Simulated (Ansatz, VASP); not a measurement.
**Two plane-wave programs on LiH2**

File INCAR:

```
SYSTEM = LiH2
PREC = Accurate
ENCUT = 600
EDIFF = 1E-6
ISMEAR = 0
SIGMA = 0.1
LREAL = .False.
LASPH = .True.
NELM = 100
ALGO = Normal
ISIF = 3
LWAVE = .False.
LCHARG = .False.
GGA = PE
IBRION = 2
NSW = 90
EDIFFG = -0.025
```

The input KPOINTS:

```
Automatic mesh
0
Gamma
  14 16 16
  0 0 0
```

Contents of POSCAR:

```
LiH2
1.0
    1.4200276535      2.8936739319      2.8936739319
    2.1597543238     -0.0019872887      2.1588380814
    2.1597543238      2.1588380814     -0.0019872887
Li H
1 2
Direct
    0.5000000000      0.0000000000      0.0000000000
    0.2423387639      0.5053551670      0.5053551670
    0.7576612361      0.4946448330      0.4946448330
```

Input for Ansatz:

```yaml
crystal:
  lattice:
    - [1.4200276535, 2.8936739319, 2.8936739319]
    - [2.1597543238, -0.0019872887, 2.1588380814]
    - [2.1597543238, 2.1588380814, -0.0019872887]
  atoms:
    - { symbol: Li, position: [0.5, 0.0, 0.0] }
    - { symbol: H, position: [0.2423387639, 0.505355167, 0.505355167] }
    - { symbol: H, position: [0.7576612361, 0.494644833, 0.494644833] }
basis:
  ecutwfc: 420
kpoints:
  mp_grid: { grid: [14, 16, 16] }
hamiltonian:
  xc: pbe
scf:
  occupations: { method: gaussian, width: 0.1 }
output:
  forces: true
  stress: true
  eigenvalues: true
  write_density: true
  write_potential: true
  elf: true
  volumetric_format: npy
relax:
  adjacent_minimum: "off"
  f_tol: 0.025
  max_steps: 70
  cell: { stress_tol: 0.12 }
```

Alike in both runs: task relaxation of cell and atoms; functional PBE; k mesh 14 × 16 × 16; occupations gaussian, width 0.1 eV; no spin polarisation.

|  | VASP | Ansatz |
| --- | --- | --- |
| version | VASP 6.6.1 | Ansatz 0.2.0 |
| potentials or method | VASP PAW PBE potentials, release 64 (Li_sv, H), cutoff 600 eV | scalar-relativistic, plane waves, PAW |
| valence electrons in the cell | 5 | 5 |

```tsv
	VASP	Ansatz	Ansatz less VASP
gap on the k mesh at the Fermi level, each at its own relaxed structure (eV)	none	none	-
relaxed volume (Å³/atom)	6.80	6.62	-0.179
relaxed length of the cell vector where the two differ most in proportion (Å)	4.332	3.146	-1.1855
```

A gap of «none» marks a metal or a gap that the smearing closes.

Noted on VASP's run: the cutoff is under 1.25 times that of the potentials, so the pressure is a little rough; the relaxation stopped at its first step, so nothing moved.
